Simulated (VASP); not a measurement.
# Al (Im-3m) in VASP: a series of runs, part 3 of 3

VASP 6.6.1.

## Step 4: Single point, PBEsol

This run uses another cell than the first one, of 12.97 Å³/atom, 0.805 times its volume.

Contents of INCAR:

```
SYSTEM = Al
ALGO     = Normal         ! electronic algorithm
EDIFF    = 1E-6           ! SCF threshold, eV
ENCUT    = 520            ! plane-wave cutoff, eV
GGA      = PS             ! functional
ISIF     = 2              ! what is computed and relaxed
ISMEAR   = -1             ! smearing method
LASPH    = .TRUE.         ! aspherical terms in the spheres
LCHARG   = .TRUE.         ! write CHGCAR
LELF     = .TRUE.         ! ELF
LREAL    = .FALSE.        ! projectors in reciprocal space
LVHAR    = .TRUE.       
LWAVE    = .FALSE.        ! write WAVECAR
NBANDS   = 8              ! bands
NELM     = 80             ! most SCF steps
PREC     = Accurate       ! precision mode
SIGMA    = 0.05           ! smearing width, eV
```

Contents of KPOINTS:

```
k-points
0
G
  12 12 12
  0 0 0
```

Contents of POSCAR:

```
Al
1.0
   -1.4800058964      1.4800058964      1.4800058964
    1.4800058964     -1.4800058964      1.4800058964
    1.4800058964      1.4800058964     -1.4800058964
Al
1
Direct
    0.0000000000      0.0000000000      0.0000000000
```

Potentials or basis: VASP PAW PBE potentials, release 64 (Al).

The run is started by

```sh
cat potpaw_PBE.64/Al/POTCAR > POTCAR
mpirun -np 1 vasp_std > vasp.out
```

OUTCAR:

```text
SYSTEM = Al
   EDIFF = 1E-6
   ENCUT = 520
   GGA = PS
   ISIF = 2
   ISMEAR = -1
   LASPH = .TRUE.
   LREAL = .FALSE.
   NELM = 80
   PREC = Accurate

 ion  position               nearest neighbor table
   1  0.000  0.000  0.000-

  LATTYP: Found a body centered cubic cell.
 ALAT       =     2.9600117928

  Lattice vectors:

 A1 = (  -1.4800058964,   1.4800058964,   1.4800058964)
 A2 = (   1.4800058964,  -1.4800058964,   1.4800058964)
 A3 = (   1.4800058964,   1.4800058964,  -1.4800058964)

Analysis of symmetry for initial positions (statically):
=====================================================================
 Subroutine PRICEL returns:
 Original cell was already a primitive cell.

 Routine SETGRP: Setting up the symmetry group for a
 body centered cubic supercell.

 Subroutine GETGRP returns: Found 48 space group operations
[... 9 lines left out ...]

 Routine SETGRP: Setting up the symmetry group for a
 body centered cubic supercell.

 Subroutine GETGRP returns: Found 48 space group operations
[... 11 lines left out ...]
                                     Primitive cell

  volume of cell :      12.9673

  direct lattice vectors                    reciprocal lattice vectors
    -1.480005896  1.480005896  1.480005896     0.000000000  0.337836492  0.337836492
     1.480005896 -1.480005896  1.480005896     0.337836492  0.000000000  0.337836492
     1.480005896  1.480005896 -1.480005896     0.337836492  0.337836492  0.000000000

  length of vectors
     2.563445408  2.563445408  2.563445408     0.477772949  0.477772949  0.477772949

  position of ions in fractional coordinates (direct lattice)
     0.000000000  0.000000000  0.000000000

  ion indices of the primitive-cell ions
   primitive index   ion index
                 1           1

----------------------------------------------------------------------------------------

 KPOINTS: k-points

Automatic generation of k-mesh.
 Grid dimensions read from file:
 generate k-points for:   12   12   12

 Generating k-lattice:

  Cartesian coordinates                     Fractional coordinates (reciprocal lattice)
     0.000000000  0.028153041  0.028153041     0.083333333  0.000000000  0.000000000
     0.028153041  0.000000000  0.028153041     0.000000000  0.083333333  0.000000000
     0.028153041  0.028153041  0.000000000     0.000000000  0.000000000  0.083333333

  Length of vectors
     0.039814412  0.039814412  0.039814412

  Shift w.r.t. Gamma in fractional coordinates (k-lattice)
     0.000000000  0.000000000  0.000000000

 Subroutine IBZKPT returns following result:
 ===========================================

 Found     72 irreducible k-points:

 Following reciprocal coordinates:
            Coordinates               Weight
  0.000000  0.000000  0.000000      1.000000
  0.083333  0.000000  0.000000     12.000000
  0.166667  0.000000  0.000000     12.000000
  0.250000  0.000000  0.000000     12.000000
  0.333333  0.000000  0.000000     12.000000
  0.416667  0.000000  0.000000     12.000000
[... 16 lines left out ...]
  0.333333  0.083333  0.083333     24.000000
  0.416667  0.083333  0.083333     12.000000
 [... further k-points ...]
   k-points           NKPTS =     72   k-points in BZ     NKDIM =     72   number of bands    NBANDS=      8
   number of dos      NEDOS =    301   number of ions     NIONS =      1
   total plane-waves  NPLWV =   8000
   dimension x,y,z NGX =    20 NGY =   20 NGZ =   20
   dimension x,y,z NGXF=    40 NGYF=   40 NGZF=   40
   ions per type =               1
   NGX,Y,Z   is equivalent  to a cutoff of  12.97, 12.97, 12.97 a.u.
   NGXF,Y,Z  is equivalent  to a cutoff of  25.94, 25.94, 25.94 a.u.
 SYSTEM =  Al
   PREC   = accura    normal or accurate (medium, high low for compatibility)
   ISTART =      0    job   : 0-new  1-cont  2-samecut
   ICHARG =      2    charge: 1-file 2-atom 10-const
   ISPIN  =      1    spin polarized calculation?
   LNONCOLLINEAR =      F non collinear calculations
   LSORBIT =      F    spin-orbit coupling
   LASPH  =      T    aspherical Exc in radial PAW
   ENCUT  =  520.0 eV  38.22 Ry    6.18 a.u.   4.77  4.77  4.77*2*pi/ulx,y,z
   NELM   =     80;   NELMIN=  2; NELMDL= -5     # of ELM steps
   EDIFF  = 0.1E-05   stopping-criterion for ELM
   LREAL  =      F    real-space projection
   EDIFFG = 0.1E-04   stopping-criterion for IOM
   NSW    =      0    number of steps for IOM
   IBRION =     -1    ionic relax: 0-MD 1-quasi-New 2-CG
   NFREE  =      0    steps in history (QN), initial steepest desc. (CG)
   ISIF   =      2    stress and relaxation
   ISYM   =      2    0-nonsym 1-usesym 2-fastsym
   POTIM  = 0.5000    time-step for ionic-motion
   TEBEG  =    0.0;   TEEND  =   0.0 temperature during run
   PSTRESS=    0.0 pullay stress
   NELECT =       3.0000    total number of electrons
   NUPDOWN=      -1.0000    fix difference up-down
   EMIN   =  10.00;   EMAX   =-10.00  energy-range for DOS
[... 5 lines left out ...]
     AMIX     =   0.40;   BMIX     =  1.00
     AMIX_MAG =   1.60;   BMIX_MAG =  1.00
  volume/ion in A,a.u.               =      12.97        87.51
  Fermi-wavevector in a.u.,A,eV,Ry     =   1.004998  1.899171 13.742166  1.010021
  Thomas-Fermi vector in A             =   2.137649
   LORBIT       =      0    0 simple, 1 ext, 2 COOP (PROOUT), +10 PAW based schemes
   GGA     = PS    functional components
   LHFCALC =     F    Hartree Fock is set to
   AEXX    =    0.0000 exact exchange contribution
   IVDW    =     0    specifies the selected vdW correction
   LEPSILON=     F    determine dielectric tensor
   LRPA    =     F    only Hartree local field effects (RPA)
 non-spin polarized calculation
  energy-cutoff  :      520.00
  volume of cell :       12.97
 maximum number of plane-waves:       370
   NGX =  9   NGY =  9   NGZ =  9

 number of electron       3.0000000 magnetization

 Free energy of the ion-electron system (eV)
  ---------------------------------------------------
  ext. energy  EPLUGINS =         0.00000000
  ---------------------------------------------------
  free energy    TOTEN  =        -3.71279969 eV

  energy without entropy =       -3.70892329  energy(sigma->0) =       -3.71086149

 E-fermi :  10.7233     XC(G=0): -11.1754

 val. band max:       10.6371688166   @ k =   0.2500   0.2500   0.1667
 cond. band min:      10.7299979438   @ k =  -0.3333  -0.4167   0.0833
 fundamental gap:      0.0928291272
 Fermi energy:        10.7232544678

 k-point     1 :       0.0000    0.0000    0.0000
  band No.  band energies     occupation
      1      -2.1920      2.00000
      2      25.5065      0.00000
      3      25.5065      0.00000
      4      25.5065      0.00000
      5      28.9919      0.00000
      6      28.9919      0.00000
      7      29.3493      0.00000
      8      29.3493      0.00000

 k-point     2 :       0.0833    0.0000    0.0000
  band No.  band energies     occupation
      1      -1.9580      2.00000
      2      23.3915      0.00000
      3      24.5909      0.00000
      4      24.7314      0.00000
      5      27.3457      0.00000
      6      27.6655      0.00000
      7      29.6419      0.00000
      8      30.0760      0.00000

 k-point     3 :       0.1667    0.0000    0.0000
  band No.  band energies     occupation
      1      -1.2589      2.00000
      2      19.4988      0.00000
      3      22.9797      0.00000
      4      23.4675      0.00000
      5      25.6217      0.00000
      6      26.8033      0.00000
      7      30.2438      0.00000
      8      30.6411      0.00000
[... 210 lines left out ...]
 k-point    23 :       0.3333    0.0833    0.0833
  band No.  band energies     occupation
      1       3.9386      2.00000
      2       9.2990      2.00000
      3      16.2531      0.00000
      4      18.1728      0.00000
      5      27.0100      0.00000
      6      27.9757      0.00000
      7      33.9299      0.00000
      8      35.2855      0.00000

 k-point    24 :       0.4167    0.0833    0.0833
  band No.  band energies     occupation
      1       5.8789      2.00000
      2       6.9734      2.00000
      3      16.0369      0.00000
      4      17.9764      0.00000
      5      26.8168      0.00000
      6      27.8340      0.00000
      7      34.5730      0.00000
      8      36.8258      0.00000

 [... further k-points ...]
[... 5 lines left out ...]
  --------------------------------------------------------------------------------------
  -------------------------------------------------------------------------------------
  Total        2.4509623      2.4509623      2.4509623     -0.0000000     -0.0000000     -0.0000000
  in kB      302.8285937    302.8285937    302.8285937     -0.0000000     -0.0000000     -0.0000000
  external PRESSURE =     302.8285937 kB  Pullay stress =       0.0000000 kB

 VOLUME and BASIS-vectors are now :
 -----------------------------------------------------------------------------
  energy-cutoff  :      520.00
  volume of cell :       12.97
      direct lattice vectors                 reciprocal lattice vectors
    -1.480005896  1.480005896  1.480005896     0.000000000  0.337836492  0.337836492
     1.480005896 -1.480005896  1.480005896     0.337836492  0.000000000  0.337836492
     1.480005896  1.480005896 -1.480005896     0.337836492  0.337836492  0.000000000

 POSITION                                       TOTAL-FORCE (eV/Angst)
 -----------------------------------------------------------------------------------
      0.00000      0.00000      0.00000         0.000000      0.000000     -0.000000
 -----------------------------------------------------------------------------------
    total drift:                                0.000000      0.000000     -0.000000

  FREE ENERGIE OF THE ION-ELECTRON SYSTEM (eV)
  ---------------------------------------------------
  free  energy   TOTEN  =        -3.7127996875 eV

  energy  without entropy=       -3.7089232938  energy(sigma->0) =       -3.71086149
```

It took 3.1 s on 1 thread of Intel Xeon 6975P-C, shared host; peak memory 0.12 GiB.

Results:

- Free energy: -3.7128 eV
- Pressure: 30.3 GPa

Caveat: the PAW data sets were made with another functional, which shifts forces and pressure a little.

## Step 5: Single point, PBEsol

This run uses another cell than the first one, of 13.78 Å³/atom, 0.855 times its volume.

Contents of INCAR:

```
PREC = Accurate ; ENCUT = 520
EDIFF = 1E-6 ; ISMEAR = -1
SIGMA = 0.05 ; LREAL = False
LASPH = True ; NELM = 80
ALGO = Normal ; ISIF = 2
LWAVE = False ; LCHARG = False
GGA = PS ; NBANDS = 8
```

Contents of KPOINTS:

```
Automatic mesh
0
Gamma
  12 12 12
```

Contents of POSCAR:

```
Al
1.0
   -1.5102642512      1.5102642512      1.5102642512
    1.5102642512     -1.5102642512      1.5102642512
    1.5102642512      1.5102642512     -1.5102642512
Al
1
Direct
    0.0000000000      0.0000000000      0.0000000000
```

The run is started by

```sh
cat potpaw_PBE.64/Al/POTCAR > POTCAR
mpirun -np 1 vasp_std > vasp.out
```

It took 2.9 s on 1 thread of Intel Xeon 6975P-C, shared host; peak memory 0.12 GiB.

The run converged. Its results:

```yaml
Free_energy: -3.8397 eV
Pressure: 20.2 GPa
```

Levels at points of the mesh, in eV from the Fermi level:
```tsv
k point	band 1	band 2	band 3	band 4
(0.00, 0.00, 0.00)	-12.43	14.39	14.39	14.39
(0.50, 0.00, 0.00)	-5.01	-4.08	8.70	9.66
(0.50, 0.50, 0.50)	2.23	2.23	2.23	2.67
```

Caveat: the PAW data sets were made with another functional, which shifts forces and pressure a little.

## Step 6: Single point, PBEsol

This run uses another cell than the first one, of 15.62 Å³/atom, 0.969 times its volume.

Contents of INCAR:

```
SYSTEM = Al
PREC     = Accurate       ! precision mode
ENCUT    = 520            ! plane-wave cutoff, eV
EDIFF    = 1E-7           ! SCF threshold, eV
ISMEAR   = -1             ! smearing method
SIGMA    = 0.05           ! smearing width, eV
LREAL    = .False.        ! projectors in reciprocal space
LASPH    = .True.         ! aspherical terms in the spheres
NELM     = 60             ! most SCF steps
ALGO     = Normal         ! electronic algorithm
ISIF     = 2              ! what is computed and relaxed
LWAVE    = .False.        ! write WAVECAR
LCHARG   = .False.        ! write CHGCAR
GGA      = PS             ! functional
NBANDS   = 8              ! bands
```

Contents of KPOINTS:

```
Automatic mesh
0
Gamma
  12 12 12
  0 0 0
```

Contents of POSCAR:

```
Al
1.0
   -1.5746020170      1.5746020170      1.5746020170
    1.5746020170     -1.5746020170      1.5746020170
    1.5746020170      1.5746020170     -1.5746020170
Al
1
Direct
    0.0000000000      0.0000000000      0.0000000000
```

Potentials or basis: VASP PAW PBE potentials, release 64 (Al).

The run is started by

```sh
cat potpaw_PBE.64/Al/POTCAR > POTCAR
mpirun -np 1 vasp_std > vasp.out
```

Wall time 3.8 s (1 thread of Intel Xeon 6975P-C, shared host); peak memory 0.12 GiB.

It converged, with:

| Property | Result |
| --- | --- |
| Free energy | -3.9756 eV |
| Pressure | 5.1 GPa |

Levels at points of the mesh, in eV from the Fermi level:
| k point | band 1 | band 2 | band 3 | band 4 | band 5 | band 6 |
| --- | --- | --- | --- | --- | --- | --- |
| (0.00, 0.00, 0.00) | -11.51 | 13.59 | 13.59 | 13.59 | 15.51 | 15.51 |
| (0.50, 0.00, 0.00) | -4.52 | -3.92 | 8.39 | 8.59 | 10.36 | 11.89 |
| (0.50, 0.50, 0.50) | 1.97 | 1.97 | 1.97 | 2.89 | 2.89 | 6.27 |

Caveat: the PAW data sets were made with another functional, which shifts forces and pressure a little.

## Step 7: The runs side by side

| level | spin | fixed moment (μB) | cell | k mesh | smearing | gap on the mesh (eV) | pressure (GPa) |
| --- | --- | --- | --- | --- | --- | --- | --- |
| PBE | off | - | a = 2.756 Å, angles 109.5°, 1 atom | 5 × 5 × 5 | fermi-dirac 0.04 eV | none | 5.7 |
| RPBE+D4 | collinear, ferromagnetic start | 1.0 | a = 2.969 Å, angles 109.5°, 1 atom | 12 × 12 × 12 | gaussian 0.01 eV | - | -7.0 |
| PBEsol | off | - | a = 2.563 Å, angles 109.5°, 1 atom | 12 × 12 × 12 | fermi-dirac 0.05 eV | none | 30.3 |
| PBEsol | off | - | a = 2.616 Å, angles 109.5°, 1 atom | 12 × 12 × 12 | fermi-dirac 0.05 eV | none | 20.2 |
| PBEsol | off | - | a = 2.727 Å, angles 109.5°, 1 atom | 12 × 12 × 12 | fermi-dirac 0.05 eV | none | 5.1 |

Alike in all rows: task single point; potentials or basis VASP PAW PBE potentials, release 64 (Al); cutoff (eV) 520.

Caveats: some runs use coarse meshes; the PAW data sets were made with another functional, which shifts forces and pressure a little (some runs); the total moment is fixed, so each spin has its own Fermi level (some runs).

Total energies depend on the potentials used, so only differences within one code and one set of settings carry meaning.
